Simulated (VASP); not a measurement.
A run of VASP 6.6.1 is set up as follows.

INCAR

```
ALGO = Normal ; EDIFF = 1E-7
ENCUT = 520 ; GGA = PE
ISIF = 2 ; ISMEAR = 0
LASPH = True ; LCHARG = False
LREAL = False ; LWAVE = False
NBANDS = 39 ; NELM = 60
PREC = Accurate ; SIGMA = 0.1
```

The input KPOINTS:

```
k-points
0
Gamma
  4 4 4
```

Contents of POSCAR:

```
Zn3SnN2
1.0
   -2.6076445900      2.7115272100      3.4134134800
    2.6076445900     -2.7115272100      3.4134134800
    2.6076445900      2.7115272100     -3.4134134800
Zn Sn N
3 1 2
Direct
    0.5000000000      0.5000000000      0.0000000000
    0.2301102800      0.2301102800      0.0000000000
    0.7698897200      0.7698897200      0.0000000000
    0.5000000000      0.0000000000      0.5000000000
    0.0000000000      0.5000000000      0.5000000000
    0.0000000000      0.0000000000      0.0000000000
```

Potentials or basis: VASP PAW PBE potentials, release 64 (Zn, Sn_d, N).

Command:

```bash
$ cat potpaw_PBE.64/Zn/POTCAR potpaw_PBE.64/Sn_d/POTCAR potpaw_PBE.64/N/POTCAR > POTCAR
$ mpirun -np 1 vasp_std > vasp.out
```

Estimate the largest force.

1.369 eV/Å.

What does it give for the pressure?

36.8 GPa.

Forces in eV/Å, atoms in the order of the input:
```
Zn   0.000  0.000  0.000
Zn   0.000  0.000 -1.369
Zn   0.000  0.000  1.369
Sn   0.000  0.000  0.000
N    0.000  0.000  0.000
N    0.000  0.000  0.000
```

Caveat: the k points lie up to 0.42 Å⁻¹ apart; forces of over 1 eV/Å act on the atoms, so gaps and moduli don't describe the material at rest.
